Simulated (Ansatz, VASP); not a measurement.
# Two plane-wave programs on GaN

```
Ga N
1.0
     0.00000    2.19286    2.19286
     2.19286    0.00000    2.19286
     2.19286    2.19286    0.00000
Ga N
1 1
Cartesian
  0.0000 0.0000 0.0000
  2.1929 2.1929 2.1929
```

Change from the starting cell: hydrostatic strain +4.0%.

Alike in both runs: task single point; functional r2SCAN; k mesh 10 × 10 × 10; occupations fermi-dirac, width 0.02 eV; non-collinear spin, spin-orbit coupling.

|  | VASP | Ansatz |
| --- | --- | --- |
| version | VASP 6.6.1 | Ansatz 0.2.0 |
| potentials or method | VASP PAW PBE potentials, release 64 (Ga_d, N) | plane waves, PAW |
| plane-wave cutoff (eV) | 520 | 500 |
| valence electrons in the cell | 18 | 18 |

Ansatz gave:

```
pressure (GPa) : -21.9
```

Q: Estimate VASP's values.

A: Pressure (GPa): -21.4.

VASP's potentials were made for PBE, not for r2SCAN.
